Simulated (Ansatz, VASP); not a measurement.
## CdCl: VASP beside Ansatz

File INCAR:

```
SYSTEM = CdCl
PREC = Accurate ; ENCUT = 600
EDIFF = 1E-7 ; ISMEAR = 0
SIGMA = 0.1 ; LREAL = .FALSE.
LASPH = .TRUE. ; NELM = 60
ALGO = Normal ; ISIF = 3
LWAVE = .FALSE. ; LCHARG = .FALSE.
GGA = PE ; IBRION = 2
NSW = 90 ; EDIFFG = -0.04
```

Contents of KPOINTS:

```
Automatic mesh
0
G
  6 6 6
  0 0 0
```

POSCAR

```
CdCl
1.0
    0.0000000000      3.0289341289      3.0289341289
    3.0289341289      0.0000000000      3.0289341289
    3.0289341289      3.0289341289      0.0000000000
Cd Cl
1 1
Direct
    0.0000000000      0.0000000000      0.0000000000
    0.7500000000      0.7500000000      0.7500000000
```

Input for Ansatz:

```yaml
crystal:
  lattice:
    - [0.0, 3.0289341289, 3.0289341289]
    - [3.0289341289, 0.0, 3.0289341289]
    - [3.0289341289, 3.0289341289, 0.0]
  atoms:
    - { symbol: Cd, position: [0.0, 0.0, 0.0] }
    - { symbol: Cl, position: [0.75, 0.75, 0.75] }
basis:
  ecutwfc: 420
kpoints:
  mp_grid: { grid: [6, 6, 6] }
hamiltonian:
  xc: pbe
scf:
  occupations: { method: gaussian, width: 0.1 }
  lower_state_search: "off"
output:
  forces: true
  stress: true
  eigenvalues: true
relax:
  adjacent_minimum: "off"
  f_tol: 0.04
  max_steps: 70
  cell: { stress_tol: 0.4 }
```

Alike in both runs: task relaxation of cell and atoms; functional PBE; k mesh 6 × 6 × 6; occupations gaussian, width 0.1 eV; no spin polarisation.

|  | VASP | Ansatz |
| --- | --- | --- |
| version | VASP 6.6.1 | Ansatz 0.2.0 |
| potentials or method | VASP PAW PBE potentials, release 64 (Cd, Cl), cutoff 600 eV | scalar-relativistic, plane waves, PAW |
| valence electrons in the cell | 19 | 27 |

```csv
,VASP,Ansatz,Ansatz less VASP
"gap on the k mesh at the Fermi level, each at its own relaxed structure (eV)",none,none,-
relaxed volume (Å³/atom),35.54,35.36,-0.184
relaxed length of the cell vector where the two differ most in proportion (Å),4.650,4.642,-0.0080
```

A gap of «none» marks a metal or a gap that the smearing closes. VASP's potentials hold 19 valence electrons a cell and Ansatz's 27, so a difference there can come from the potentials and not from the codes.

Noted on VASP's run: the volume moved by over 15 % at a fixed basis, so the end points are rough.
